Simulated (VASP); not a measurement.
# CS2 in VASP: single point with PBEsol

Aim: the single point of CS2 with PBEsol.

All numbers are computed with VASP 6.6.1; they aren't measurements. Logs are shortened: lines on timing, memory, paths and dates and some standing lists are left out, and cuts for length are marked.

## Step 1: The cell of the first run

The cell holds a disordered packing, 30 atoms: a = 9.283 Å, b = 9.283 Å, c = 9.283 Å, α = 90.00°, β = 90.00°, γ = 90.00°.

## Step 2: Single point, PBEsol

File INCAR:

```
ALGO = Normal ; EDIFF = 1E-7
ENCUT = 520 ; GGA = PS
ISIF = 2 ; ISMEAR = -1
LASPH = T ; LCHARG = T
LELF = T ; LREAL = Auto
LVHAR = T ; LWAVE = F
NBANDS = 101 ; NELM = 100
PREC = Accurate ; SIGMA = 0.05
```

File KPOINTS:

```
k-points
0
Gamma
  1 1 1
```

File POSCAR:

```
CS2
1.0
    9.2831780000      0.0000000000      0.0000000000
    0.0000000000      9.2831780000      0.0000000000
    0.0000000000      0.0000000000      9.2831780000
S C
20 10
Direct
    0.0369304667      0.7023438649      0.4282707580
    0.1052059920      0.4154470871      0.5893471330
    0.8992154901      0.9708316423      0.1545389885
    0.6775053433      0.9002568854      0.3968616436
    0.4369282409      0.6178441595      0.6772550855
    0.5214910426      0.2990332362      0.6148620430
   -0.0042230519      0.6061013287      1.0813730749
    0.1683425060      0.7917808187      0.8614284184
    0.2905300269      0.9076078336      0.2876256119
    0.4959965156      1.0509464430      0.0631643326
    0.7958633806      0.3480762238      0.3474282986
    0.7309672060      0.3235030838      0.0191397100
    0.4363269839      0.5185058581      0.3041264722
    0.5442731046      0.6839286134      0.0318215852
    0.8082743182      0.6118640158      0.7373176942
    0.7314846244      0.9354303382      0.7837950800
    0.1227119018      0.2733623948      0.1899444351
    0.3367535712      0.3677725173     -0.0519442971
    0.0481796632      0.1638017568      0.8255343614
    0.0372135333      0.0391667473      0.5141421854
    0.0731588042      0.5593710748      0.5085746545
    0.7864749146      0.9365415849      0.2745095045
    0.4803028284      0.4589420830      0.6464792537
    0.0833319949      0.6971967102      0.9713653068
    0.3925088071      0.9807072552      0.1751039584
    0.7635714506      0.3353018720      0.1834427210
    0.4910274221      0.6024569890      0.1690658557
    0.7691904232      0.7731561614      0.7591199653
    0.2326005425      0.3207068040      0.0713597045
    0.0426370532      0.0998387167      0.6705518611
```

Potentials or basis: VASP PAW PBE potentials, release 64 (S, C).

Started as:

```console
$ cat potpaw_PBE.64/S/POTCAR potpaw_PBE.64/C/POTCAR > POTCAR
$ mpirun -np 1 vasp_gam > vasp.out
```

OUTCAR:

```text
EDIFF = 1E-7
   ENCUT = 520
   GGA = PS
   ISIF = 2
   ISMEAR = -1
   LASPH = T
   LREAL = Auto
   NELM = 100
   PREC = Accurate

 ion  position               nearest neighbor table
   1  0.037  0.702  0.428-  21 1.56
   2  0.105  0.415  0.589-  21 1.56
   3  0.899  0.971  0.155-  22 1.56
   4  0.678  0.900  0.397-  22 1.56
   5  0.437  0.618  0.677-  23 1.56
   6  0.521  0.299  0.615-  23 1.56
[... 12 lines left out ...]
  19  0.048  0.164  0.826-  30 1.56
  20  0.037  0.039  0.514-  30 1.56
  21  0.073  0.559  0.509-   1 1.56   2 1.56
  22  0.786  0.937  0.275-   4 1.56   3 1.56
  23  0.480  0.459  0.646-   5 1.56   6 1.56
  24  0.083  0.697  0.971-   7 1.56   8 1.56
  25  0.393  0.981  0.175-  10 1.56   9 1.56
  26  0.764  0.335  0.183-  11 1.56  12 1.56
  27  0.491  0.602  0.169-  13 1.56  14 1.56
  28  0.769  0.773  0.759-  15 1.55  16 1.56
  29  0.233  0.321  0.071-  18 1.56  17 1.56
  30  0.043  0.100  0.671-  19 1.56  20 1.56

  LATTYP: Found a simple cubic cell.
 ALAT       =     9.2831780000

  Lattice vectors:

 A1 = (   9.2831780000,   0.0000000000,   0.0000000000)
 A2 = (   0.0000000000,   9.2831780000,   0.0000000000)
 A3 = (   0.0000000000,   0.0000000000,   9.2831780000)

Analysis of symmetry for initial positions (statically):
=====================================================================
 Subroutine PRICEL returns:
 Original cell was already a primitive cell.

 Routine SETGRP: Setting up the symmetry group for a
 simple cubic supercell.

 Subroutine GETGRP returns: Found  1 space group operations
 (whereof  1 operations were pure point group operations)
 out of a pool of 48 trial point group operations.

The static configuration has the point symmetry C_1 .

Analysis of symmetry for dynamics (positions and initial velocities):
=====================================================================
 Subroutine PRICEL returns:
 Original cell was already a primitive cell.

 Routine SETGRP: Setting up the symmetry group for a
 simple cubic supercell.

 Subroutine GETGRP returns: Found  1 space group operations
 (whereof  1 operations were pure point group operations)
 out of a pool of 48 trial point group operations.

The dynamic configuration has the point symmetry C_1 .

 Subroutine INISYM returns: Found  1 space group operations
 (whereof  1 operations are pure point group operations),
 and found     1 'primitive' translations

----------------------------------------------------------------------------------------

                                     Primitive cell

  volume of cell :     800.0001

  direct lattice vectors                    reciprocal lattice vectors
     9.283178000  0.000000000  0.000000000     0.107721731  0.000000000  0.000000000
     0.000000000  9.283178000  0.000000000     0.000000000  0.107721731  0.000000000
     0.000000000  0.000000000  9.283178000     0.000000000  0.000000000  0.107721731

  length of vectors
     9.283178000  9.283178000  9.283178000     0.107721731  0.107721731  0.107721731

  position of ions in fractional coordinates (direct lattice)
     0.036930467  0.702343865  0.428270758
     0.105205992  0.415447087  0.589347133
     0.899215490  0.970831642  0.154538989
     0.677505343  0.900256885  0.396861644
     0.436928241  0.617844160  0.677255086
     0.521491043  0.299033236  0.614862043
[... 22 lines left out ...]
     0.232600543  0.320706804  0.071359704
     0.042637053  0.099838717  0.670551861

  ion indices of the primitive-cell ions
   primitive index   ion index
                 1           1
                 2           2
                 3           3
                 4           4
                 5           5
                 6           6
[... 22 lines left out ...]
                29          29
                30          30

----------------------------------------------------------------------------------------

 KPOINTS: k-points

Automatic generation of k-mesh.
 Grid dimensions read from file:
 generate k-points for:    1    1    1

 Generating k-lattice:

  Cartesian coordinates                     Fractional coordinates (reciprocal lattice)
     0.107721731  0.000000000  0.000000000     1.000000000  0.000000000  0.000000000
     0.000000000  0.107721731  0.000000000     0.000000000  1.000000000  0.000000000
     0.000000000  0.000000000  0.107721731     0.000000000  0.000000000  1.000000000

  Length of vectors
     0.107721731  0.107721731  0.107721731

  Shift w.r.t. Gamma in fractional coordinates (k-lattice)
     0.000000000  0.000000000  0.000000000

 Subroutine IBZKPT returns following result:
 ===========================================

 Found      1 irreducible k-points:

 Following reciprocal coordinates:
            Coordinates               Weight
  0.000000  0.000000  0.000000      1.000000
   k-points           NKPTS =      1   k-points in BZ     NKDIM =      1   number of bands    NBANDS=    101
   number of dos      NEDOS =    301   number of ions     NIONS =     30
   total plane-waves  NPLWV = 343000
   dimension x,y,z NGX =    70 NGY =   70 NGZ =   70
   dimension x,y,z NGXF=   140 NGYF=  140 NGZF=  140
   ions per type =              20  10
   NGX,Y,Z   is equivalent  to a cutoff of  12.54, 12.54, 12.54 a.u.
   NGXF,Y,Z  is equivalent  to a cutoff of  25.07, 25.07, 25.07 a.u.
 SYSTEM =  unknown system
   PREC   = accura    normal or accurate (medium, high low for compatibility)
   ISTART =      0    job   : 0-new  1-cont  2-samecut
   ICHARG =      2    charge: 1-file 2-atom 10-const
   ISPIN  =      1    spin polarized calculation?
   LNONCOLLINEAR =      F non collinear calculations
   LSORBIT =      F    spin-orbit coupling
   LASPH  =      T    aspherical Exc in radial PAW
   ENCUT  =  520.0 eV  38.22 Ry    6.18 a.u.  17.26 17.26 17.26*2*pi/ulx,y,z
   NELM   =    100;   NELMIN=  2; NELMDL= -5     # of ELM steps
   EDIFF  = 0.1E-06   stopping-criterion for ELM
   LREAL  =      T    real-space projection
   EDIFFG = 0.1E-05   stopping-criterion for IOM
   NSW    =      0    number of steps for IOM
   IBRION =     -1    ionic relax: 0-MD 1-quasi-New 2-CG
   NFREE  =      0    steps in history (QN), initial steepest desc. (CG)
   ISIF   =      2    stress and relaxation
   ISYM   =      2    0-nonsym 1-usesym 2-fastsym
   POTIM  = 0.5000    time-step for ionic-motion
   TEBEG  =    0.0;   TEEND  =   0.0 temperature during run
   PSTRESS=    0.0 pullay stress
   NELECT =     160.0000    total number of electrons
   NUPDOWN=      -1.0000    fix difference up-down
   EMIN   =  10.00;   EMAX   =-10.00  energy-range for DOS
   EFERMI =   0.00;   METHOD = LEGACY
   ISMEAR =    -1;   SIGMA  =   0.05  broadening in eV -4-tet -1-fermi 0-gaus
   EFERMI_NEDOS =   21; number of points for ismear=-14 and -15
   IALGO  =     38    algorithm
   IMIX   =      4    mixing-type and parameters
     AMIX     =   0.40;   BMIX     =  1.00
     AMIX_MAG =   1.60;   BMIX_MAG =  1.00
  volume/ion in A,a.u.               =      26.67       179.96
  Fermi-wavevector in a.u.,A,eV,Ry     =   0.957381  1.809188 12.470806  0.916578
  Thomas-Fermi vector in A             =   2.086394
   LORBIT       =      0    0 simple, 1 ext, 2 COOP (PROOUT), +10 PAW based schemes
   GGA     = PS    functional components
   LHFCALC =     F    Hartree Fock is set to
   AEXX    =    0.0000 exact exchange contribution
   IVDW    =     0    specifies the selected vdW correction
   LEPSILON=     F    determine dielectric tensor
   LRPA    =     F    only Hartree local field effects (RPA)
 non-spin polarized calculation
  energy-cutoff  :      520.00
  volume of cell :      800.00
 maximum number of plane-waves:     10780
 NGX is ok and might be reduce to    70
   NGX = 35   NGY = 35   NGZ = 35

 number of electron     159.9999997 magnetization

 Free energy of the ion-electron system (eV)
  ---------------------------------------------------
  ext. energy  EPLUGINS =         0.00000000
  ---------------------------------------------------
  free energy    TOTEN  =      -172.93741627 eV

  energy without entropy =     -172.93741627  energy(sigma->0) =     -172.93741627

 E-fermi :   0.9567     XC(G=0):  -7.5276

 val. band max:       -0.2320987042   @ k =   0.0000   0.0000   0.0000
 cond. band min:       2.4532981760   @ k =   0.0000   0.0000   0.0000
 fundamental gap:      2.6853968803
 Fermi energy:         0.9567014993

 k-point     1 :       0.0000    0.0000    0.0000
  band No.  band energies     occupation
      1     -15.7366      2.00000
      2     -15.6347      2.00000
      3     -15.5573      2.00000
      4     -15.4969      2.00000
      5     -15.4428      2.00000
      6     -15.4032      2.00000
[... 84 lines left out ...]
     91       3.1058      0.00000
     92       3.1386      0.00000
 [bands above 92 left out]

------------------------ aborting loop because EDIFF is reached ----------------------------------------

  FORCE on cell =-STRESS in cart. coord.  units (eV):
  Direction    XX          YY          ZZ          XY          YZ          ZX
  --------------------------------------------------------------------------------------
  -------------------------------------------------------------------------------------
  Total       -0.1921248      0.1205729     -3.1847870     -0.3856981      0.9065915      1.6720935
  in kB       -0.3847726      0.2414740     -6.3782411     -0.7724459      1.8156502      3.3487376
  external PRESSURE =      -2.1738466 kB  Pullay stress =       0.0000000 kB

 VOLUME and BASIS-vectors are now :
 -----------------------------------------------------------------------------
  energy-cutoff  :      520.00
  volume of cell :      800.00
      direct lattice vectors                 reciprocal lattice vectors
     9.283178000  0.000000000  0.000000000     0.107721731  0.000000000  0.000000000
     0.000000000  9.283178000  0.000000000     0.000000000  0.107721731  0.000000000
     0.000000000  0.000000000  9.283178000     0.000000000  0.000000000  0.107721731

 POSITION                                       TOTAL-FORCE (eV/Angst)
 -----------------------------------------------------------------------------------
      0.34283      6.51998      3.97571         0.037659     -0.256653      0.141094
      0.97665      3.85667      5.47101        -0.062148      0.250309     -0.168211
      8.34758      9.01240      1.43461        -0.181897     -0.051236      0.170167
      6.28940      8.35724      3.68414         0.153544      0.028390     -0.165876
      4.05608      5.73556      6.28708         0.047983     -0.255362     -0.032624
      4.84109      2.77598      5.70787        -0.075416      0.257664      0.098797
[... 22 lines left out ...]
      2.15927      2.97718      0.66244         0.030546     -0.008888      0.006480
      0.39581      0.92682      6.22485        -0.048214     -0.014749      0.016652
 -----------------------------------------------------------------------------------
    total drift:                               -0.009029      0.005112      0.000067

  FREE ENERGIE OF THE ION-ELECTRON SYSTEM (eV)
  ---------------------------------------------------
  free  energy   TOTEN  =      -172.9374162731 eV

  energy  without entropy=     -172.9374162730  energy(sigma->0) =     -172.93741627
```

It took 91 s on 1 thread of Intel Xeon 6975P-C (Granite Rapids), shared host; peak memory 0.65 GiB.

Results:

| Quantity | Value |
| --- | --- |
| Free energy | -172.9374 eV |
| Pressure | -0.2 GPa |
| Largest force | 0.546 eV/Å |

Forces on the atoms (eV/Å):
```
S    0.038 -0.257  0.141
S   -0.062  0.250 -0.168
S   -0.182 -0.051  0.170
S    0.154  0.028 -0.166
S    0.048 -0.255 -0.033
S   -0.075  0.258  0.099
S    0.116  0.138 -0.171
S   -0.129 -0.133  0.174
S    0.229  0.141 -0.280
S   -0.237 -0.133  0.277
S   -0.051  0.003 -0.201
S    0.058  0.032  0.221
S    0.105  0.204 -0.330
S   -0.072 -0.209  0.366
S   -0.053  0.309  0.057
S    0.036 -0.322 -0.029
S    0.359  0.106 -0.366
S   -0.406 -0.079  0.356
S    0.015 -0.097 -0.216
S    0.035  0.095  0.213
C    0.054  0.024  0.006
C   -0.032 -0.024  0.011
C    0.040 -0.005 -0.092
C    0.035  0.001 -0.029
C    0.003 -0.027  0.016
C   -0.008 -0.010 -0.023
C   -0.027  0.018 -0.037
C    0.026  0.019  0.009
C    0.031 -0.009  0.006
C   -0.048 -0.015  0.017
```

Caveat: the k points lie up to 0.68 Å⁻¹ apart; the PAW data sets were made with another functional, which shifts forces and pressure a little.
